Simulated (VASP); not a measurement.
A run of VASP 6.6.1 is set up as follows.

Contents of INCAR:

```
PREC = Accurate ; ENCUT = 600
EDIFF = 1E-6 ; ISMEAR = -1
SIGMA = 0.05 ; LREAL = False
LASPH = True ; NELM = 60
ALGO = Normal ; ISIF = 3
LWAVE = False ; LCHARG = False
GGA = PS ; IBRION = 2
NSW = 60 ; EDIFFG = -0.005
PSTRESS = 2900.0
```

File KPOINTS:

```
Automatic mesh
0
Gamma
  24 24 24
```

The input POSCAR:

```
Be
1.0
    1.5698633068      0.0000000000      0.0000000000
    0.0000000000      1.5698633068      0.0000000000
    0.0000000000      0.0000000000      1.5698633068
Be
1
Direct
    0.0000000000      0.0000000000      0.0000000000
```

Potentials or basis: VASP PAW PBE potentials, release 64 (Be).

Command:

```bash
$ cat potpaw_PBE.64/Be/POTCAR > POTCAR
$ mpirun -np 1 vasp_std > vasp.out
```

Problem. Estimate the band gap on the k mesh.

Solution. Zero (bands 1 and 2 overlap by 9.92 eV).

Problem. What does it give for the relaxed cell?

Solution. a = 1.600 Å, b = 1.600 Å, c = 1.600 Å, α = 90.00°, β = 90.00°, γ = 90.00°.

Problem. Predict the relaxed volume.

Solution. 4.10 Å³/atom.

Final structure:
```xyz
1
Lattice="1.6002 0.0000 0.0000 0.0000 1.6002 0.0000 0.0000 0.0000 1.6002" Properties=species:S:1:pos:R:3 pbc="T T T"
Be    0.0000    0.0000    0.0000
```

Caveat: the cell is relaxed towards a set pressure, so the run minimises the enthalpy, not the energy; the PAW data sets were made with another functional, which shifts forces and pressure a little.
